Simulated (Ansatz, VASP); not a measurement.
# Two plane-wave programs on CdS

INCAR

```
PREC = Accurate
ENCUT = 600
EDIFF = 1E-6
ISMEAR = 0
SIGMA = 0.02
LREAL = F
LASPH = T
NELM = 100
ALGO = Normal
ISIF = 3
LWAVE = F
LCHARG = F
GGA = PE
IBRION = 2
NSW = 100
EDIFFG = -0.01
```

KPOINTS

```
regular mesh
0
Gamma
  12 12 6
```

File POSCAR:

```
CdS
1.0
    4.0430665000      0.0000000000      0.0000000000
   -2.0215332500      3.5013983000      0.0000000000
    0.0000000000      0.0000000000      6.2019113700
Cd S
2 2
Direct
    0.0000000000      0.0000000000      0.0000000000
    0.0000000000      0.0000000000      0.5000000000
    0.3333333300      0.6666666700      0.2500000000
    0.6666666700      0.3333333300      0.7500000000
```

Input for Ansatz:

```yaml
crystal:
  lattice:
    - [4.0430665, 0.0, 0.0]
    - [-2.02153325, 3.5013983, 0.0]
    - [0.0, 0.0, 6.20191137]
  atoms:
    - { symbol: Cd, position: [0.0, 0.0, 0.0] }
    - { symbol: Cd, position: [0.0, 0.0, 0.5] }
    - { symbol: S, position: [0.33333333, 0.66666667, 0.25] }
    - { symbol: S, position: [0.66666667, 0.33333333, 0.75] }
basis:
  ecutwfc: 420
kpoints:
  mp_grid: { grid: [12, 12, 6] }
hamiltonian:
  xc: pbe
scf:
  occupations: { method: gaussian, width: 0.02 }
output:
  forces: true
  stress: true
  eigenvalues: true
  write_density: true
  write_potential: true
  elf: true
  volumetric_format: npy
relax:
  adjacent_minimum: "off"
  f_tol: 0.01
  max_steps: 80
  cell: { stress_tol: 0.05 }
```

Change from the starting cell: species swapped into the MnAs type (P6_3/mmc, No. 194).

Alike in both runs: task relaxation of cell and atoms; functional PBE; k mesh 12 × 12 × 6; occupations gaussian, width 0.02 eV; no spin polarisation.

|  | VASP | Ansatz |
| --- | --- | --- |
| version | VASP 6.6.1 | Ansatz 0.2.0 |
| potentials or method | VASP PAW PBE potentials, release 64 (Cd, S), cutoff 600 eV | scalar-relativistic, plane waves, PAW |
| valence electrons in the cell | 36 | 52 |

|  | VASP | Ansatz | Ansatz less VASP |
| --- | --- | --- | --- |
| gap on the k mesh at the Fermi level, each at its own relaxed structure (eV) | 0.52 | 0.55 | +0.025 |
| relaxed volume (Å³/atom) | 21.19 | 21.09 | -0.104 |
| relaxed length of the cell vector where the two differ most in proportion (Å) | 3.884 | 3.878 | -0.0068 |

VASP's potentials hold 36 valence electrons a cell and Ansatz's 52, so a difference there can come from the potentials and not from the codes.
